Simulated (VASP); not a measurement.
# GaP in VASP: single point with PBE

Aim: the single point of GaP with PBE.

Program: VASP 6.6.1. These are calculated values, not measurements. Logs are shortened: lines on timing, memory, paths and dates and some standing lists are left out, and cuts for length are marked.

## 1. The cell of the first run

The cell holds a slab with vacuum, 12 atoms: a = 3.893 Å, b = 5.505 Å, c = 24.732 Å, α = 90.00°, β = 90.00°, γ = 90.00°.

## 2. Single point, PBE

INCAR reads:

```
SYSTEM = GaP
PREC = Accurate ; ENCUT = 520
EDIFF = 1E-7 ; ISMEAR = 0
SIGMA = 0.05 ; LREAL = .FALSE.
LASPH = .TRUE. ; NELM = 100
ALGO = Normal ; ISIF = 2
LWAVE = .FALSE. ; LCHARG = .TRUE.
LDIPOL = .TRUE. ; IDIPOL = 3
DIPOL = 0.5 0.5 0.500 ; GGA = PE
LELF = .TRUE. ; LVHAR = .TRUE.
LVACPOTAV = .TRUE. ; NBANDS = 66
```

KPOINTS reads:

```
Automatic mesh
0
G
  7 5 1
  0 0 0
```

POSCAR reads:

```
GaP
1.0
    3.8926748908      0.0000000000      0.0000000000
    0.0000000000      5.5050736245      0.0000000000
    0.0000000000      0.0000000000     24.7316872270
Ga P
6 6
Direct
    0.5000000000      0.5000000000      0.3032546842
    0.0000000000      0.0000000000      0.3819528105
    0.5000000000      0.5000000000      0.4606509368
    0.0000000000      0.0000000000      0.5393490632
    0.5000000000      0.5000000000      0.6180471895
    0.0000000000      0.0000000000      0.6967453158
    0.0000000000      0.2500000000      0.3032546842
    0.5000000000      0.7500000000      0.3819528105
    0.0000000000      0.2500000000      0.4606509368
    0.5000000000      0.7500000000      0.5393490632
    0.0000000000      0.2500000000      0.6180471895
    0.5000000000      0.7500000000      0.6967453158
```

Potentials or basis: VASP PAW PBE potentials, release 64 (Ga_d, P).

On the command line:

```
$ cat potpaw_PBE.64/Ga_d/POTCAR potpaw_PBE.64/P/POTCAR > POTCAR
$ mpirun -np 1 vasp_std > vasp.out
```

OUTCAR:

```text
SYSTEM = GaP
   PREC = Accurate
   ENCUT = 520
   EDIFF = 1E-7
   ISMEAR = 0
   LREAL = .FALSE.
   LASPH = .TRUE.
   NELM = 100
   ISIF = 2
   GGA = PE

 ion  position               nearest neighbor table
   1  0.500  0.500  0.303-   8 2.38   7 2.38   7 2.38
   2  0.000  0.000  0.382-   9 2.38   7 2.38   8 2.38   8 2.38
   3  0.500  0.500  0.461-   8 2.38   9 2.38   9 2.38  10 2.38
   4  0.000  0.000  0.539-  11 2.38  10 2.38  10 2.38   9 2.38
   5  0.500  0.500  0.618-  10 2.38  12 2.38  11 2.38  11 2.38
   6  0.000  0.000  0.697-  11 2.38  12 2.38  12 2.38
   7  0.000  0.250  0.303-   2 2.38   1 2.38   1 2.38
   8  0.500  0.750  0.382-   3 2.38   1 2.38   2 2.38   2 2.38
   9  0.000  0.250  0.461-   2 2.38   3 2.38   3 2.38   4 2.38
  10  0.500  0.750  0.539-   5 2.38   4 2.38   4 2.38   3 2.38
  11  0.000  0.250  0.618-   4 2.38   6 2.38   5 2.38   5 2.38
  12  0.500  0.750  0.697-   5 2.38   6 2.38   6 2.38

  LATTYP: Found a simple orthorhombic cell.
 ALAT       =     3.8926748908
 B/A-ratio  =     1.4142135624
 C/A-ratio  =     6.3533914136

  Lattice vectors:

 A1 = (   3.8926748908,   0.0000000000,   0.0000000000)
 A2 = (   0.0000000000,   5.5050736245,   0.0000000000)
 A3 = (   0.0000000000,   0.0000000000,  24.7316872270)

Analysis of symmetry for initial positions (statically):
=====================================================================
 Subroutine PRICEL returns:
 Original cell was already a primitive cell.

 Routine SETGRP: Setting up the symmetry group for a
 simple orthorhombic supercell.

 Subroutine GETGRP returns: Found  4 space group operations
 (whereof  2 operations were pure point group operations)
 out of a pool of  8 trial point group operations.

The static configuration has the point symmetry C_1h.
 The point group associated with its full space group is C_2v.

Analysis of symmetry for dynamics (positions and initial velocities):
=====================================================================
 Subroutine PRICEL returns:
 Original cell was already a primitive cell.

 Routine SETGRP: Setting up the symmetry group for a
 simple orthorhombic supercell.

 Subroutine GETGRP returns: Found  4 space group operations
 (whereof  2 operations were pure point group operations)
 out of a pool of  8 trial point group operations.

The dynamic configuration has the point symmetry C_1h.
 The point group associated with its full space group is C_2v.

 Subroutine INISYM returns: Found  4 space group operations
 (whereof  2 operations are pure point group operations),
 and found     1 'primitive' translations

[... 118 lines left out ...]
   IALGO  =     38    algorithm
   IMIX   =      4    mixing-type and parameters
     AMIX     =   0.40;   BMIX     =  1.00
     AMIX_MAG =   1.60;   BMIX_MAG =  1.00
  volume/ion in A,a.u.               =      44.17       298.04
  Fermi-wavevector in a.u.,A,eV,Ry     =   0.963373  1.820511 12.627394  0.928087
  Thomas-Fermi vector in A             =   2.092913
   LORBIT       =      0    0 simple, 1 ext, 2 COOP (PROOUT), +10 PAW based schemes
   GGA     = PE    functional components
   LHFCALC =     F    Hartree Fock is set to
   AEXX    =    0.0000 exact exchange contribution
   IVDW    =     0    specifies the selected vdW correction
   LEPSILON=     F    determine dielectric tensor
   LRPA    =     F    only Hartree local field effects (RPA)
 non-spin polarized calculation
 Gauss-broadening in eV      SIGMA  =   0.05
  energy-cutoff  :      520.00
  volume of cell :      529.99
 maximum number of plane-waves:     14301
 NGX is ok and might be reduce to    30
   NGX = 15   NGY = 21   NGZ = 91

 dipolmoment           0.000000      0.000000      0.000000 electrons x Angstroem

 number of electron     107.9999954 magnetization

 dipolmoment           0.000000      0.000000     -0.000000 electrons x Angstroem

 Free energy of the ion-electron system (eV)
  ---------------------------------------------------
  ext. energy  EPLUGINS =         0.00000000
  ---------------------------------------------------
  free energy    TOTEN  =       -51.40825387 eV

  energy without entropy =      -51.40825387  energy(sigma->0) =      -51.40825387

 E-fermi :  -0.3359     XC(G=0):  -5.2165

 val. band max:       -0.5837512628   @ k =   0.0000   0.2000   0.0000
 cond. band min:       0.0917559262   @ k =   0.0000   0.0000   0.0000
 fundamental gap:      0.6755071890
 Fermi energy:        -0.3358775641

 k-point     1 :       0.0000    0.0000    0.0000
  band No.  band energies     occupation
      1     -15.2995      2.00000
      2     -15.2995      2.00000
      3     -15.2939      2.00000
      4     -15.2931      2.00000
      5     -15.2315      2.00000
      6     -15.2315      2.00000
[... 817 lines left out ...]
     65       4.4120      0.00000
     66       4.4361      0.00000

------------------------ aborting loop because EDIFF is reached ----------------------------------------

  FORCE on cell =-STRESS in cart. coord.  units (eV):
  Direction    XX          YY          ZZ          XY          YZ          ZX
  --------------------------------------------------------------------------------------
  -------------------------------------------------------------------------------------
  Total       -2.4250445     -2.4869082      0.3658048      0.0000000      0.0000000      0.0000000
  in kB       -7.3310350     -7.5180521      1.1058469      0.0000000      0.0000000      0.0000000
  external PRESSURE =      -4.5810801 kB  Pullay stress =       0.0000000 kB

 VOLUME and BASIS-vectors are now :
 -----------------------------------------------------------------------------
  energy-cutoff  :      520.00
  volume of cell :      529.99
      direct lattice vectors                 reciprocal lattice vectors
     3.892674891  0.000000000  0.000000000     0.256892761  0.000000000  0.000000000
     0.000000000  5.505073624  0.000000000     0.000000000  0.181650613  0.000000000
     0.000000000  0.000000000 24.731687227     0.000000000  0.000000000  0.040433958

 POSITION                                       TOTAL-FORCE (eV/Angst)
 -----------------------------------------------------------------------------------
      1.94634      2.75254      7.50000         0.000000     -1.240462      1.410560
      0.00000      0.00000      9.44634         0.000000      0.274004      0.140689
      1.94634      2.75254     11.39267         0.000000     -0.195908      0.126911
      0.00000      0.00000     13.33901         0.000000     -0.195908     -0.126911
      1.94634      2.75254     15.28535         0.000000      0.274004     -0.140689
      0.00000      0.00000     17.23169         0.000000     -1.240462     -1.410560
      0.00000      1.37627      7.50000         0.000000      0.388927     -1.283104
      1.94634      4.12881      9.44634         0.000000      0.666787     -0.520554
      0.00000      1.37627     11.39267         0.000000      0.106651      0.172246
      1.94634      4.12881     13.33901         0.000000      0.106651     -0.172246
      0.00000      1.37627     15.28535         0.000000      0.666787      0.520554
      1.94634      4.12881     17.23169         0.000000      0.388927      1.283104
 -----------------------------------------------------------------------------------
    total drift:                                0.000000      0.000038      0.000000

  FREE ENERGIE OF THE ION-ELECTRON SYSTEM (eV)
  ---------------------------------------------------
  free  energy   TOTEN  =       -51.4082538716 eV

  energy  without entropy=      -51.4082538716  energy(sigma->0) =      -51.40825387

 vacuum level on the upper side and lower side of the slab         4.377         4.377
```

OSZICAR:

```text
N       E                     dE             d eps       ncg     rms          rms(c)
DAV:   1     0.963985384948E+03    0.96399E+03   -0.47393E+04  1656   0.181E+03
DAV:   2     0.106892527118E+03   -0.85709E+03   -0.82816E+03  1810   0.463E+02
DAV:   3    -0.408363193393E+02   -0.14773E+03   -0.14204E+03  1924   0.170E+02
[... 17 lines left out ...]
DAV:  21    -0.514082438725E+02   -0.28035E-04   -0.18937E-06  1316   0.357E-03    0.477E-04
DAV:  22    -0.514082516807E+02   -0.78083E-05   -0.39218E-07  1392   0.474E-03    0.294E-04
DAV:  23    -0.514082531728E+02   -0.14921E-05   -0.45825E-08  1216   0.169E-03    0.125E-04
DAV:  24    -0.514082538227E+02   -0.64992E-06   -0.33648E-08  1152   0.561E-04    0.740E-05
DAV:  25    -0.514082538716E+02   -0.48825E-07   -0.40270E-09  1080   0.477E-04
   1 F= -.51408254E+02 E0= -.51408254E+02  d E =-.345956E-13
```

It took 12 min on 1 thread of Intel Xeon Platinum 8375C at 2.90GHz (Ice Lake), shared host; peak memory 0.68 GiB.

Results:

```
Free energy            : -51.4083 eV
Largest force          : 1.878 eV/Å
Band gap on the k mesh : 0.68 eV (least direct gap 0.69 eV)
```

Forces on the atoms (eV/Å):
```
Ga   0.000 -1.240  1.411
Ga   0.000  0.274  0.141
Ga   0.000 -0.196  0.127
Ga   0.000 -0.196 -0.127
Ga   0.000  0.274 -0.141
Ga   0.000 -1.240 -1.411
P    0.000  0.389 -1.283
P    0.000  0.667 -0.521
P    0.000  0.107  0.172
P    0.000  0.107 -0.172
P    0.000  0.667  0.521
P    0.000  0.389  1.283
```
